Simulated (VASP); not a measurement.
# K2SiSb3 (R-3m) in VASP: single point with PBE

Aim: the single point of K2SiSb3 with PBE.

Program: VASP 6.6.1. These are calculated values, not measurements. Logs are shortened: lines on timing, memory, paths and dates and some standing lists are left out, and cuts for length are marked.

### 1 The cell of the first run

The structure is trigonal, space group R-3m (No. 166). Conventional cell: a = 6.542 Å, b = 6.542 Å, c = 14.487 Å, α = 90.00°, β = 90.00°, γ = 120.00°. K (site symmetry 3m) has 9 Sb at 3.58 to 3.73 Å and 4 K at 3.58 to 3.98 Å and 3 Si at 3.83 Å within 4.7 Å. Within 4.0 Å of Si (site symmetry -3m) lie 6 Sb at 3.07 Å and 6 K at 3.83 Å. Sb (site symmetry 2/m) has 2 Si at 3.07 Å and 4 Sb at 3.27 Å and 6 K at 3.58 to 3.73 Å within 4.0 Å.

The cell was generated, and may not be a known phase.

### 2 Single point, PBE

File INCAR:

```
SYSTEM = K2SiSb3
PREC     = Accurate       ! precision mode
ENCUT    = 520            ! plane-wave cutoff, eV
EDIFF    = 1E-6           ! SCF threshold, eV
ISMEAR   = 0              ! smearing method
SIGMA    = 0.1            ! smearing width, eV
LREAL    = .False.        ! projectors in reciprocal space
LASPH    = .True.         ! aspherical terms in the spheres
NELM     = 100            ! most SCF steps
ALGO     = Normal         ! electronic algorithm
ISIF     = 2              ! what is computed and relaxed
LWAVE    = .False.        ! write WAVECAR
LCHARG   = .False.        ! write CHGCAR
GGA      = PE             ! functional
NBANDS   = 28             ! bands
```

File KPOINTS:

```
regular mesh
0
Gamma
  9 9 9
  0 0 0
```

File POSCAR:

```
K2SiSb3
1.0
    3.2708674960      1.8884362293      4.8289615483
   -3.2708674960      1.8884362293      4.8289615483
    0.0000000000     -3.7768724586      4.8289615483
K Si Sb
2 1 3
Direct
    0.8764059238      0.8764059238      0.8764059238
    0.1235940762      0.1235940762      0.1235940762
    0.5000000000      0.5000000000      0.5000000000
    0.5000000000      0.0000000000      0.5000000000
    0.5000000000      0.5000000000      0.0000000000
    0.0000000000      0.5000000000      0.5000000000
```

Potentials or basis: VASP PAW PBE potentials, release 64 (K_sv, Si, Sb).

On the command line:

```bash
cat potpaw_PBE.64/K_sv/POTCAR potpaw_PBE.64/Si/POTCAR potpaw_PBE.64/Sb/POTCAR > POTCAR
mpirun -np 1 vasp_std > vasp.out
```

OUTCAR:

```text
SYSTEM = K2SiSb3
   PREC = Accurate
   ENCUT = 520
   EDIFF = 1E-6
   ISMEAR = 0
   LREAL = .False.
   LASPH = .True.
   NELM = 100
   ISIF = 2
   GGA = PE

 ion  position               nearest neighbor table
   1  0.876  0.876  0.876-   4 3.58   6 3.58   5 3.58   2 3.58   5 3.73   5 3.73   4 3.73   6 3.73
                             4 3.73   6 3.73
   2  0.124  0.124  0.124-   4 3.58   6 3.58   5 3.58   1 3.58   5 3.73   5 3.73   4 3.73   6 3.73
                             4 3.73   6 3.73
   3  0.500  0.500  0.500-   4 3.07   6 3.07   4 3.07   6 3.07   5 3.07   5 3.07
   4  0.500  0.000  0.500-   3 3.07   3 3.07   6 3.27   6 3.27   5 3.27   5 3.27   1 3.58   2 3.58
                             1 3.73   2 3.73   1 3.73   2 3.73
   5  0.500  0.500  0.000-   3 3.07   3 3.07   4 3.27   6 3.27   4 3.27   6 3.27   1 3.58   2 3.58
                             1 3.73   2 3.73   1 3.73   2 3.73
   6  0.000  0.500  0.500-   3 3.07   3 3.07   4 3.27   4 3.27   5 3.27   5 3.27   1 3.58   2 3.58
                             2 3.73   1 3.73   2 3.73   1 3.73

  LATTYP: Found a trigonal (rhomboedric) cell.
 ALAT       =     6.1305493395
 COS(alpha) =     0.4306791177

  Lattice vectors:

 A1 = (   3.2708674960,   1.8884362293,   4.8289615483)
 A2 = (  -3.2708674960,   1.8884362293,   4.8289615483)
 A3 = (   0.0000000000,  -3.7768724586,   4.8289615483)

Analysis of symmetry for initial positions (statically):
=====================================================================
 Subroutine PRICEL returns:
 Original cell was already a primitive cell.

 Routine SETGRP: Setting up the symmetry group for a
 trigonal (rhombohedral) supercell.

 Subroutine GETGRP returns: Found 12 space group operations
 (whereof 12 operations were pure point group operations)
 out of a pool of 12 trial point group operations.

The static configuration has the point symmetry D_3d.

Analysis of symmetry for dynamics (positions and initial velocities):
=====================================================================
 Subroutine PRICEL returns:
 Original cell was already a primitive cell.

 Routine SETGRP: Setting up the symmetry group for a
 trigonal (rhombohedral) supercell.

 Subroutine GETGRP returns: Found 12 space group operations
 (whereof 12 operations were pure point group operations)
 out of a pool of 12 trial point group operations.

The dynamic configuration has the point symmetry D_3d.

 Subroutine INISYM returns: Found 12 space group operations
 (whereof 12 operations are pure point group operations),
 and found     1 'primitive' translations

----------------------------------------------------------------------------------------

                                     Primitive cell

  volume of cell :     178.9659

  direct lattice vectors                    reciprocal lattice vectors
     3.270867496  1.888436229  4.828961548     0.152864645  0.088256444  0.069027954
    -3.270867496  1.888436229  4.828961548    -0.152864645  0.088256444  0.069027954
     0.000000000 -3.776872459  4.828961548     0.000000000 -0.176512888  0.069027954

  length of vectors
     6.130549339  6.130549339  6.130549339     0.189530098  0.189530098  0.189530098

  position of ions in fractional coordinates (direct lattice)
     0.876405924  0.876405924  0.876405924
     0.123594076  0.123594076  0.123594076
     0.500000000  0.500000000  0.500000000
     0.500000000  0.000000000  0.500000000
     0.500000000  0.500000000  0.000000000
     0.000000000  0.500000000  0.500000000

  ion indices of the primitive-cell ions
   primitive index   ion index
                 1           1
                 2           2
                 3           3
                 4           4
                 5           5
                 6           6

----------------------------------------------------------------------------------------

 KPOINTS: regular mesh

Automatic generation of k-mesh.
 Grid dimensions read from file:
 generate k-points for:    9    9    9

 Generating k-lattice:

  Cartesian coordinates                     Fractional coordinates (reciprocal lattice)
     0.016984961  0.009806272  0.007669773     0.111111111  0.000000000  0.000000000
    -0.016984961  0.009806272  0.007669773     0.000000000  0.111111111  0.000000000
     0.000000000 -0.019612543  0.007669773     0.000000000  0.000000000  0.111111111

  Length of vectors
     0.021058900  0.021058900  0.021058900

  Shift w.r.t. Gamma in fractional coordinates (k-lattice)
     0.000000000  0.000000000  0.000000000

 Subroutine IBZKPT returns following result:
 ===========================================

 Found     85 irreducible k-points:

 Following reciprocal coordinates:
            Coordinates               Weight
  0.000000  0.000000  0.000000      1.000000
  0.111111 -0.000000  0.000000      6.000000
  0.222222  0.000000  0.000000      6.000000
  0.333333 -0.000000  0.000000      6.000000
  0.444444  0.000000  0.000000      6.000000
  0.111111  0.111111  0.000000      6.000000
[... 16 lines left out ...]
 -0.333333  0.333333  0.000000      6.000000
  0.444444  0.444444  0.000000      6.000000
 [... further k-points ...]
   k-points           NKPTS =     85   k-points in BZ     NKDIM =     85   number of bands    NBANDS=     28
   number of dos      NEDOS =    301   number of ions     NIONS =      6
   total plane-waves  NPLWV = 110592
   dimension x,y,z NGX =    48 NGY =   48 NGZ =   48
   dimension x,y,z NGXF=    96 NGYF=   96 NGZF=   96
   ions per type =               2   1   3
   NGX,Y,Z   is equivalent  to a cutoff of  13.02, 13.02, 13.02 a.u.
   NGXF,Y,Z  is equivalent  to a cutoff of  26.03, 26.03, 26.03 a.u.
 SYSTEM =  K2SiSb3
   PREC   = accura    normal or accurate (medium, high low for compatibility)
   ISTART =      0    job   : 0-new  1-cont  2-samecut
   ICHARG =      2    charge: 1-file 2-atom 10-const
   ISPIN  =      1    spin polarized calculation?
   LNONCOLLINEAR =      F non collinear calculations
   LSORBIT =      F    spin-orbit coupling
   LASPH  =      T    aspherical Exc in radial PAW
   ENCUT  =  520.0 eV  38.22 Ry    6.18 a.u.  11.40 11.40 11.40*2*pi/ulx,y,z
   NELM   =    100;   NELMIN=  2; NELMDL= -5     # of ELM steps
   EDIFF  = 0.1E-05   stopping-criterion for ELM
   LREAL  =      F    real-space projection
[... 7 lines left out ...]
   TEBEG  =    0.0;   TEEND  =   0.0 temperature during run
   PSTRESS=    0.0 pullay stress
   NELECT =      37.0000    total number of electrons
   NUPDOWN=      -1.0000    fix difference up-down
   EMIN   =  10.00;   EMAX   =-10.00  energy-range for DOS
   EFERMI =   0.00;   METHOD = LEGACY
   ISMEAR =     0;   SIGMA  =   0.10  broadening in eV -4-tet -1-fermi 0-gaus
   EFERMI_NEDOS =   21; number of points for ismear=-14 and -15
   IALGO  =     38    algorithm
   IMIX   =      4    mixing-type and parameters
     AMIX     =   0.40;   BMIX     =  1.00
     AMIX_MAG =   1.60;   BMIX_MAG =  1.00
  volume/ion in A,a.u.               =      29.83       201.29
  Fermi-wavevector in a.u.,A,eV,Ry     =   0.968022  1.829297 12.749570  0.937067
  Thomas-Fermi vector in A             =   2.097957
   LORBIT       =      0    0 simple, 1 ext, 2 COOP (PROOUT), +10 PAW based schemes
   GGA     = PE    functional components
   LHFCALC =     F    Hartree Fock is set to
   AEXX    =    0.0000 exact exchange contribution
   IVDW    =     0    specifies the selected vdW correction
   LEPSILON=     F    determine dielectric tensor
   LRPA    =     F    only Hartree local field effects (RPA)
 non-spin polarized calculation
 Gauss-broadening in eV      SIGMA  =   0.10
  energy-cutoff  :      520.00
  volume of cell :      178.97
 maximum number of plane-waves:      4842
 NGX is ok and might be reduce to    48
   NGX = 23   NGY = 23   NGZ = 23

 number of electron      36.9999999 magnetization

 Free energy of the ion-electron system (eV)
  ---------------------------------------------------
  ext. energy  EPLUGINS =         0.00000000
  ---------------------------------------------------
  free energy    TOTEN  =       -20.69008866 eV

  energy without entropy =      -20.67092542  energy(sigma->0) =      -20.68050704

 E-fermi :   4.4389     XC(G=0):  -8.9292

 val. band max:        4.4378996759   @ k =  -0.4444   0.2222  -0.0000
 cond. band min:       4.4421207844   @ k =  -0.3333  -0.3333   0.2222
 fundamental gap:      0.0042211085
 Fermi energy:         4.4389079833

 k-point     1 :       0.0000    0.0000    0.0000
  band No.  band energies     occupation
      1     -26.1681      2.00000
      2     -26.1295      2.00000
      3      -9.8194      2.00000
      4      -9.7076      2.00000
      5      -9.7076      2.00000
      6      -9.6361      2.00000
[... 20 lines left out ...]
     27       9.6010      0.00000
     28       9.8653      0.00000

 k-point     2 :       0.1111   -0.0000    0.0000
  band No.  band energies     occupation
      1     -26.1674      2.00000
      2     -26.1301      2.00000
      3      -9.8214      2.00000
      4      -9.7129      2.00000
      5      -9.7097      2.00000
      6      -9.6355      2.00000
[... 20 lines left out ...]
     27       9.5776      0.00000
     28       9.7846      0.00000

 k-point     3 :       0.2222    0.0000    0.0000
  band No.  band energies     occupation
      1     -26.1658      2.00000
      2     -26.1317      2.00000
      3      -9.8260      2.00000
      4      -9.7283      2.00000
      5      -9.7145      2.00000
      6      -9.6323      2.00000
[... 20 lines left out ...]
     27       9.5536      0.00000
     28       9.7412      0.00000

 k-point     4 :       0.3333   -0.0000    0.0000
  band No.  band energies     occupation
      1     -26.1637      2.00000
      2     -26.1337      2.00000
      3      -9.8306      2.00000
      4      -9.7482      2.00000
      5      -9.7192      2.00000
      6      -9.6266      2.00000
[... 20 lines left out ...]
     27       9.5342      0.00000
     28       9.6856      0.00000

 k-point     5 :       0.4444    0.0000    0.0000
  band No.  band energies     occupation
      1     -26.1621      2.00000
      2     -26.1353      2.00000
      3      -9.8330      2.00000
      4      -9.7621      2.00000
      5      -9.7221      2.00000
      6      -9.6223      2.00000
[... 20 lines left out ...]
     27       9.5215      0.00000
     28       9.5611      0.00000

 k-point     6 :       0.1111    0.1111    0.0000
  band No.  band energies     occupation
      1     -26.1670      2.00000
      2     -26.1305      2.00000
      3      -9.8224      2.00000
      4      -9.7179      2.00000
      5      -9.7075      2.00000
      6      -9.6407      2.00000
[... 463 lines left out ...]
      5      -9.6995      2.00000
      6      -9.6768      2.00000
[... 20 lines left out ...]
     27       9.1067      0.00000
     28       9.6558      0.00000

 k-point    22 :      -0.4444    0.3333   -0.0000
  band No.  band energies     occupation
      1     -26.1576      2.00000
      2     -26.1397      2.00000
      3      -9.8493      2.00000
      4      -9.7683      2.00000
      5      -9.6997      2.00000
      6      -9.6735      2.00000
[... 20 lines left out ...]
     27       9.4131      0.00000
     28       9.4802      0.00000

 k-point    23 :      -0.3333    0.3333    0.0000
  band No.  band energies     occupation
      1     -26.1588      2.00000
      2     -26.1385      2.00000
      3      -9.8487      2.00000
      4      -9.7655      2.00000
      5      -9.7032      2.00000
      6      -9.6659      2.00000
[... 20 lines left out ...]
     27       9.2169      0.00000
     28       9.5483      0.00000

 k-point    24 :       0.4444    0.4444    0.0000
  band No.  band energies     occupation
      1     -26.1564      2.00000
      2     -26.1409      2.00000
      3      -9.8497      2.00000
      4      -9.7666      2.00000
      5      -9.6952      2.00000
      6      -9.6861      2.00000
[... 20 lines left out ...]
     27       9.2280      0.00000
     28       9.7399      0.00000

 [... further k-points ...]

------------------------ aborting loop because EDIFF is reached ----------------------------------------

  FORCE on cell =-STRESS in cart. coord.  units (eV):
  Direction    XX          YY          ZZ          XY          YZ          ZX
  --------------------------------------------------------------------------------------
  -------------------------------------------------------------------------------------
  Total       -0.0157424     -0.0157424      0.0842231      0.0000000     -0.0000000      0.0000000
  in kB       -0.1409326     -0.1409326      0.7540007      0.0000000     -0.0000000      0.0000000
  external PRESSURE =       0.1573785 kB  Pullay stress =       0.0000000 kB

 VOLUME and BASIS-vectors are now :
 -----------------------------------------------------------------------------
  energy-cutoff  :      520.00
  volume of cell :      178.97
      direct lattice vectors                 reciprocal lattice vectors
     3.270867496  1.888436229  4.828961548     0.152864645  0.088256444  0.069027954
    -3.270867496  1.888436229  4.828961548    -0.152864645  0.088256444  0.069027954
     0.000000000 -3.776872459  4.828961548     0.000000000 -0.176512888  0.069027954

 POSITION                                       TOTAL-FORCE (eV/Angst)
 -----------------------------------------------------------------------------------
      0.00000      0.00000     12.69639        -0.000000      0.000000      0.002713
      0.00000      0.00000      1.79049        -0.000000     -0.000000     -0.002713
      0.00000      0.00000      7.24344         0.000000      0.000000     -0.000000
      1.63543     -0.94422      4.82896         0.000000      0.000000     -0.000000
      0.00000      1.88844      4.82896        -0.000000      0.000000      0.000000
     -1.63543     -0.94422      4.82896         0.000000      0.000000     -0.000000
 -----------------------------------------------------------------------------------
    total drift:                                0.000000     -0.000000      0.000000

  FREE ENERGIE OF THE ION-ELECTRON SYSTEM (eV)
  ---------------------------------------------------
  free  energy   TOTEN  =       -20.6900886556 eV

  energy  without entropy=      -20.6709254205  energy(sigma->0) =      -20.68050704
```

Wall time 3.6 min (1 thread of AMD EPYC 9R45 (Zen 5), shared host); peak memory 0.56 GiB.

What came out:

```
Free energy            : -20.6901 eV
Pressure               : 0.0 GPa
Band gap on the k mesh : zero (an odd number of electrons rules out a gap without spin polarisation)
```

Forces in eV/Å, atoms in the order of the input:
```
K    0.000  0.000  0.003
K    0.000  0.000 -0.003
Si   0.000  0.000  0.000
Sb   0.000  0.000  0.000
Sb   0.000  0.000  0.000
Sb   0.000  0.000  0.000
```

Caveat: spin-orbit coupling is left out, which moves the levels of the heavy elements.
